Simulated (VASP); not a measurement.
# Ag (Im-3m) in VASP: further runs

Runs on Ag. Level: PBEsol. Tasks: single point.

All numbers are computed with VASP 6.6.1; they aren't measurements. Logs are shortened: lines on timing, memory, paths and dates and some standing lists are left out, and cuts for length are marked.

## 1. The cell of the first run

The structure is cubic, space group Im-3m (No. 229). Conventional cell: a = 3.311 Å, b = 3.311 Å, c = 3.311 Å, α = 90.00°, β = 90.00°, γ = 90.00°. Ag (site symmetry m-3m) has 14 Ag at 2.87 to 3.31 Å within 3.8 Å.

## 2. Single point, PBEsol

INCAR reads:

```
PREC = Accurate
ENCUT = 520
EDIFF = 1E-7
ISMEAR = 1
SIGMA = 0.15
LREAL = False
LASPH = True
NELM = 80
ALGO = Normal
ISIF = 2
LWAVE = False
LCHARG = True
GGA = PS
LELF = True
LVHAR = True
NBANDS = 12
```

KPOINTS reads:

```
regular mesh
0
Gamma
  14 14 14
```

POSCAR reads:

```
Ag
1.0
   -1.6556540000      1.6556540000      1.6556540000
    1.6556540000     -1.6556540000      1.6556540000
    1.6556540000      1.6556540000     -1.6556540000
Ag
1
Direct
    0.0000000000      0.0000000000      0.0000000000
```

Potentials or basis: VASP PAW PBE potentials, release 64 (Ag).

Launch:

```console
$ cat potpaw_PBE.64/Ag/POTCAR > POTCAR
$ mpirun -np 1 vasp_std > vasp.out
```

OUTCAR:

```text
PREC = Accurate
   ENCUT = 520
   EDIFF = 1E-7
   ISMEAR = 1
   LREAL = False
   LASPH = True
   NELM = 80
   ISIF = 2
   GGA = PS

 ion  position               nearest neighbor table
   1  0.000  0.000  0.000-

  LATTYP: Found a body centered cubic cell.
 ALAT       =     3.3113080000

  Lattice vectors:

 A1 = (  -1.6556540000,   1.6556540000,   1.6556540000)
 A2 = (   1.6556540000,  -1.6556540000,   1.6556540000)
 A3 = (   1.6556540000,   1.6556540000,  -1.6556540000)

Analysis of symmetry for initial positions (statically):
=====================================================================
 Subroutine PRICEL returns:
 Original cell was already a primitive cell.

 Routine SETGRP: Setting up the symmetry group for a
 body centered cubic supercell.

 Subroutine GETGRP returns: Found 48 space group operations
 (whereof 48 operations were pure point group operations)
 out of a pool of 48 trial point group operations.

The static configuration has the point symmetry O_h .

Analysis of symmetry for dynamics (positions and initial velocities):
=====================================================================
 Subroutine PRICEL returns:
 Original cell was already a primitive cell.

 Routine SETGRP: Setting up the symmetry group for a
 body centered cubic supercell.

 Subroutine GETGRP returns: Found 48 space group operations
 (whereof 48 operations were pure point group operations)
 out of a pool of 48 trial point group operations.

The dynamic configuration has the point symmetry O_h .

 Subroutine INISYM returns: Found 48 space group operations
 (whereof 48 operations are pure point group operations),
 and found     1 'primitive' translations

----------------------------------------------------------------------------------------

                                     Primitive cell

  volume of cell :      18.1538

  direct lattice vectors                    reciprocal lattice vectors
    -1.655654000  1.655654000  1.655654000     0.000000000  0.301995465  0.301995465
     1.655654000 -1.655654000  1.655654000     0.301995465  0.000000000  0.301995465
     1.655654000  1.655654000 -1.655654000     0.301995465  0.301995465  0.000000000

  length of vectors
     2.867676848  2.867676848  2.867676848     0.427086083  0.427086083  0.427086083

  position of ions in fractional coordinates (direct lattice)
     0.000000000  0.000000000  0.000000000

  ion indices of the primitive-cell ions
   primitive index   ion index
                 1           1

----------------------------------------------------------------------------------------

 KPOINTS: regular mesh

Automatic generation of k-mesh.
 Grid dimensions read from file:
 generate k-points for:   14   14   14

 Generating k-lattice:

  Cartesian coordinates                     Fractional coordinates (reciprocal lattice)
     0.000000000  0.021571105  0.021571105     0.071428571  0.000000000  0.000000000
     0.021571105  0.000000000  0.021571105     0.000000000  0.071428571  0.000000000
     0.021571105  0.021571105  0.000000000     0.000000000  0.000000000  0.071428571

  Length of vectors
     0.030506149  0.030506149  0.030506149

  Shift w.r.t. Gamma in fractional coordinates (k-lattice)
     0.000000000  0.000000000  0.000000000

 Subroutine IBZKPT returns following result:
 ===========================================

 Found    104 irreducible k-points:

 Following reciprocal coordinates:
            Coordinates               Weight
  0.000000  0.000000  0.000000      1.000000
  0.071429  0.000000  0.000000     12.000000
  0.142857  0.000000  0.000000     12.000000
  0.214286  0.000000  0.000000     12.000000
  0.285714  0.000000  0.000000     12.000000
  0.357143  0.000000  0.000000     12.000000
[... 16 lines left out ...]
  0.285714  0.285714  0.000000     24.000000
  0.357143  0.285714  0.000000     24.000000
 [... further k-points ...]
   k-points           NKPTS =    104   k-points in BZ     NKDIM =    104   number of bands    NBANDS=     12
   number of dos      NEDOS =    301   number of ions     NIONS =      1
   total plane-waves  NPLWV =  13824
   dimension x,y,z NGX =    24 NGY =   24 NGZ =   24
   dimension x,y,z NGXF=    48 NGYF=   48 NGZF=   48
   ions per type =               1
   NGX,Y,Z   is equivalent  to a cutoff of  13.91, 13.91, 13.91 a.u.
   NGXF,Y,Z  is equivalent  to a cutoff of  27.83, 27.83, 27.83 a.u.
 SYSTEM =  unknown system
   PREC   = accura    normal or accurate (medium, high low for compatibility)
   ISTART =      0    job   : 0-new  1-cont  2-samecut
   ICHARG =      2    charge: 1-file 2-atom 10-const
   ISPIN  =      1    spin polarized calculation?
   LNONCOLLINEAR =      F non collinear calculations
   LSORBIT =      F    spin-orbit coupling
   LASPH  =      T    aspherical Exc in radial PAW
   ENCUT  =  520.0 eV  38.22 Ry    6.18 a.u.   5.33  5.33  5.33*2*pi/ulx,y,z
   NELM   =     80;   NELMIN=  2; NELMDL= -5     # of ELM steps
   EDIFF  = 0.1E-06   stopping-criterion for ELM
   LREAL  =      F    real-space projection
   EDIFFG = 0.1E-05   stopping-criterion for IOM
   NSW    =      0    number of steps for IOM
   IBRION =     -1    ionic relax: 0-MD 1-quasi-New 2-CG
   NFREE  =      0    steps in history (QN), initial steepest desc. (CG)
   ISIF   =      2    stress and relaxation
   ISYM   =      2    0-nonsym 1-usesym 2-fastsym
   POTIM  = 0.5000    time-step for ionic-motion
   TEBEG  =    0.0;   TEEND  =   0.0 temperature during run
   PSTRESS=    0.0 pullay stress
   NELECT =      11.0000    total number of electrons
   NUPDOWN=      -1.0000    fix difference up-down
   EMIN   =  10.00;   EMAX   =-10.00  energy-range for DOS
   EFERMI =   0.00;   METHOD = LEGACY
   ISMEAR =     1;   SIGMA  =   0.15  broadening in eV -4-tet -1-fermi 0-gaus
   EFERMI_NEDOS =   21; number of points for ismear=-14 and -15
   IALGO  =     38    algorithm
   IMIX   =      4    mixing-type and parameters
     AMIX     =   0.40;   BMIX     =  1.00
     AMIX_MAG =   1.60;   BMIX_MAG =  1.00
  volume/ion in A,a.u.               =      18.15       122.51
  Fermi-wavevector in a.u.,A,eV,Ry     =   1.385318  2.617871 26.111022  1.919106
  Thomas-Fermi vector in A             =   2.509739
   LORBIT       =      0    0 simple, 1 ext, 2 COOP (PROOUT), +10 PAW based schemes
   GGA     = PS    functional components
   LHFCALC =     F    Hartree Fock is set to
   AEXX    =    0.0000 exact exchange contribution
   IVDW    =     0    specifies the selected vdW correction
   LEPSILON=     F    determine dielectric tensor
   LRPA    =     F    only Hartree local field effects (RPA)
 non-spin polarized calculation
 Methfessel and Paxton  Order N= 1 SIGMA  =   0.15
  energy-cutoff  :      520.00
  volume of cell :       18.15
 maximum number of plane-waves:       498
 NGX is ok and might be reduce to    24
   NGX = 11   NGY = 11   NGZ = 11

 number of electron      11.0000001 magnetization

 Free energy of the ion-electron system (eV)
  ---------------------------------------------------
  ext. energy  EPLUGINS =         0.00000000
  ---------------------------------------------------
  free energy    TOTEN  =        -3.22781855 eV

  energy without entropy =       -3.22773922  energy(sigma->0) =       -3.22779211

 E-fermi :   7.3988     XC(G=0): -12.0398

 val. band max:        7.3467148559   @ k =  -0.3571   0.4286   0.1429
 cond. band min:       7.4188979419   @ k =   0.5000   0.0000   0.0000
 fundamental gap:      0.0721830860
 Fermi energy:         7.3987723019

 k-point     1 :       0.0000    0.0000    0.0000
  band No.  band energies     occupation
      1       0.0216      2.00000
      2       2.7400      2.00000
      3       2.7400      2.00000
      4       2.7400      2.00000
      5       3.9572      2.00000
      6       3.9572      2.00000
      7      25.1038      0.00000
      8      25.1038      0.00000
      9      25.1038      0.00000
     10      30.4581      0.00000
     11      30.4581      0.00000
     12      30.4581      0.00000

 k-point     2 :       0.0714    0.0000    0.0000
  band No.  band energies     occupation
      1       0.1818      2.00000
      2       2.7024      2.00000
      3       2.7463      2.00000
      4       2.8280      2.00000
      5       3.9168      2.00000
      6       3.9598      2.00000
      7      24.6273      0.00000
      8      25.0300      0.00000
      9      25.1966      0.00000
     10      28.9254      0.00000
     11      28.9441      0.00000
     12      29.4661      0.00000

 k-point     3 :       0.1429    0.0000    0.0000
  band No.  band energies     occupation
      1       0.6321      2.00000
      2       2.5987      2.00000
      3       2.7745      2.00000
      4       3.0821      2.00000
      5       3.8305      2.00000
      6       3.9687      2.00000
      7      22.9313      0.00000
      8      24.4815      0.00000
      9      25.4468      0.00000
     10      27.6237      0.00000
     11      27.6552      0.00000
     12      28.2620      0.00000
[... 286 lines left out ...]
 k-point    23 :       0.2857    0.2857    0.0000
  band No.  band energies     occupation
      1       1.9301      2.00000
      2       2.4657      2.00000
      3       3.0138      2.00000
      4       3.9217      2.00000
      5       4.1921      2.00000
      6       9.3816     -0.00000
      7      13.4805      0.00000
      8      13.9340      0.00000
      9      21.2062      0.00000
     10      27.5427      0.00000
     11      29.2066      0.00000
     12      34.9274      0.00000

 k-point    24 :       0.3571    0.2857    0.0000
  band No.  band energies     occupation
      1       1.9353      2.00000
      2       2.5419      2.00000
      3       2.9301      2.00000
      4       3.9965      2.00000
      5       4.1560      2.00000
      6      11.0342      0.00000
      7      11.8473      0.00000
      8      13.4987      0.00000
      9      21.1350      0.00000
     10      27.9092      0.00000
     11      28.8409      0.00000
     12      34.7032      0.00000

 [... further k-points ...]
[... 5 lines left out ...]
  --------------------------------------------------------------------------------------
  -------------------------------------------------------------------------------------
  Total       -0.8057640     -0.8057640     -0.8057640     -0.0000000     -0.0000000     -0.0000000
  in kB      -71.1131184    -71.1131184    -71.1131184     -0.0000000     -0.0000000     -0.0000000
  external PRESSURE =     -71.1131184 kB  Pullay stress =       0.0000000 kB

 VOLUME and BASIS-vectors are now :
 -----------------------------------------------------------------------------
  energy-cutoff  :      520.00
  volume of cell :       18.15
      direct lattice vectors                 reciprocal lattice vectors
    -1.655654000  1.655654000  1.655654000     0.000000000  0.301995465  0.301995465
     1.655654000 -1.655654000  1.655654000     0.301995465  0.000000000  0.301995465
     1.655654000  1.655654000 -1.655654000     0.301995465  0.301995465  0.000000000

 POSITION                                       TOTAL-FORCE (eV/Angst)
 -----------------------------------------------------------------------------------
      0.00000      0.00000      0.00000         0.000000      0.000000     -0.000000
 -----------------------------------------------------------------------------------
    total drift:                                0.000000      0.000000      0.000000

  FREE ENERGIE OF THE ION-ELECTRON SYSTEM (eV)
  ---------------------------------------------------
  free  energy   TOTEN  =        -3.2278185497 eV

  energy  without entropy=       -3.2277392221  energy(sigma->0) =       -3.22779211
```

Run time: 11 s. Hardware: 1 thread of Intel Xeon Platinum 8488C (Sapphire Rapids), shared host; peak memory 0.15 GiB.

Results:

```yaml
Free_energy: -3.2278 eV
Pressure: -7.1 GPa
```

Caveat: the PAW data sets were made with another functional, which shifts forces and pressure a little.

## 3. Single point, PBEsol

INCAR reads:

```
SYSTEM = Ag
  ALGO = Normal
  EDIFF = 1E-6
  ENCUT = 520
  GGA = PS
  ISIF = 2
  ISMEAR = 1
  LASPH = .TRUE.
  LCHARG = .TRUE.
  LELF = .TRUE.
  LREAL = .FALSE.
  LVHAR = .TRUE.
  LWAVE = .FALSE.
  NBANDS = 12
  NELM = 60
  PREC = Accurate
  SIGMA = 0.15
```

KPOINTS reads:

```
k-points
0
G
  14 14 14
  0 0 0
```

POSCAR is that of step 2.

Potentials or basis: VASP PAW PBE potentials, release 64 (Ag).

Launch:

```console
$ cat potpaw_PBE.64/Ag/POTCAR > POTCAR
$ mpirun -np 1 vasp_std > vasp.out
```

It took 11 s on 1 thread of Intel Xeon Platinum 8488C (Sapphire Rapids), shared host; peak memory 0.15 GiB.

The run converged. Its results:

```
Free energy : -3.2278 eV
Pressure    : -7.1 GPa
```

Levels at points of the mesh, in eV from the Fermi level:
```csv
k point,band 1,band 2,band 3,band 4,band 5,band 6,band 7,band 8,band 9,band 10
"(0.00, 0.00, 0.00)",-7.38,-4.66,-4.66,-4.66,-3.44,-3.44,17.71,17.71,17.71,23.06
"(0.50, 0.00, 0.00)",-6.02,-5.37,-3.50,-3.33,-2.53,0.02,3.78,13.07,13.87,19.21
"(0.50, 0.50, 0.50)",-5.95,-5.95,-2.75,-2.75,-2.75,6.67,6.67,6.67,11.92,12.97
```

Caveat: the PAW data sets were made with another functional, which shifts forces and pressure a little.
